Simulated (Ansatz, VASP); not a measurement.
Co in VASP and in Ansatz

The input POSCAR:

```
Co
1.0
   -1.3988693441      1.3988693441      1.3988693441
    1.3988693441     -1.3988693441      1.3988693441
    1.3988693441      1.3988693441     -1.3988693441
Co
1
Direct
    0.0000000000      0.0000000000      0.0000000000
```

The input INCAR.step1:

```
PREC     = Accurate       # precision mode
ENCUT    = 520            # plane-wave cutoff, eV
ISMEAR   = 0              # smearing method
SIGMA    = 0.05           # smearing width, eV
LREAL    = F              # projectors in reciprocal space
LASPH    = T              # aspherical terms in the spheres
NELM     = 150            # most SCF steps
ISPIN    = 2              # spin polarisation
MAGMOM   = 2.23           # initial moments
LMAXMIX  = 4              # l up to which the mixer works
NBANDS   = 14             # bands
GGA      = PE             # functional
ALGO     = Normal         # electronic algorithm
EDIFF    = 1E-4           # SCF threshold, eV
LWAVE    = T              # write WAVECAR
LCHARG   = F              # write CHGCAR
```

The input INCAR.step2:

```
PREC     = Accurate       # precision mode
ENCUT    = 520            # plane-wave cutoff, eV
EDIFF    = 1E-6           # SCF threshold, eV
ISMEAR   = 0              # smearing method
SIGMA    = 0.05           # smearing width, eV
LREAL    = F              # projectors in reciprocal space
LASPH    = T              # aspherical terms in the spheres
NELM     = 150            # most SCF steps
ALGO     = Normal         # electronic algorithm
ISIF     = 2              # what is computed and relaxed
LWAVE    = F              # write WAVECAR
LCHARG   = F              # write CHGCAR
ISPIN    = 2              # spin polarisation
MAGMOM   = 2.23           # initial moments
LORBIT   = 11             # projections on sites
LMAXMIX  = 4              # l up to which the mixer works
METAGGA  = R2SCAN         # meta-GGA
LMIXTAU  = T            
NBANDS   = 14             # bands
ISTART   = 1
```

Contents of KPOINTS:

```
regular mesh
0
Gamma
  20 20 20
```

Input for Ansatz:

```yaml
crystal:
  lattice:
    - [-1.3988693441, 1.3988693441, 1.3988693441]
    - [1.3988693441, -1.3988693441, 1.3988693441]
    - [1.3988693441, 1.3988693441, -1.3988693441]
  atoms:
    - { symbol: Co, position: [0.0, 0.0, 0.0], spin: 2.23 }
basis:
  ecutwfc: 500
  ecutrho_ratio: 4
kpoints:
  mp_grid: { grid: [20, 20, 20] }
  band_path:
    path:
      - [[0.0, 0.0, 0.0], [0.5, -0.5, 0.5], [0.0, 0.0, 0.5], [0.0, 0.0, 0.0], [0.25, 0.25, 0.25], [0.5, -0.5, 0.5]]
      - [[0.25, 0.25, 0.25], [0.0, 0.0, 0.5]]
    npoints: 14
hamiltonian:
  xc: r2scan
scf:
  occupations: { method: gaussian, width: 0.05 }
output:
  forces: true
  stress: true
  eigenvalues: true
  populations: true
  dos: { projected: true, de: 0.02, nscf_kmesh: { grid: [30, 30, 30] } }
  bader: true
magnetization:
  spin_polarized: true
checkpoint:
  read: start.run
  write: ck
  compress: false
  write_wavefunctions: false
  write_every: 100000
```

Alike in both runs: task single point; functional r2SCAN; k mesh 20 × 20 × 20; occupations gaussian, width 0.05 eV; collinear spin.

```csv
,VASP,Ansatz
version,VASP 6.6.1,Ansatz 0.2.0
potentials or method,"VASP PAW PBE potentials, release 64 (Co), cutoff 520 eV","scalar-relativistic, plane waves, PAW"
valence electrons in the cell,9,17
```

```tsv
	VASP	Ansatz	Ansatz less VASP
pressure (GPa)	0.0	0.0	+0.02
net moment per atom (μB)	1.91	1.91	+0.004
size of the moment on the site where the two differ most (μB)	1.97	2.03	+0.062
```

VASP's potentials were made for PBE, not for r2SCAN. Site moments also hang on the region over which each program counts them. With one functional, cell and mesh, what is left measures potentials, basis and numerics. VASP's potentials hold 9 valence electrons a cell and Ansatz's 17, so a difference there can come from the potentials and not from the codes. Ansatz's warnings: stability check not made.
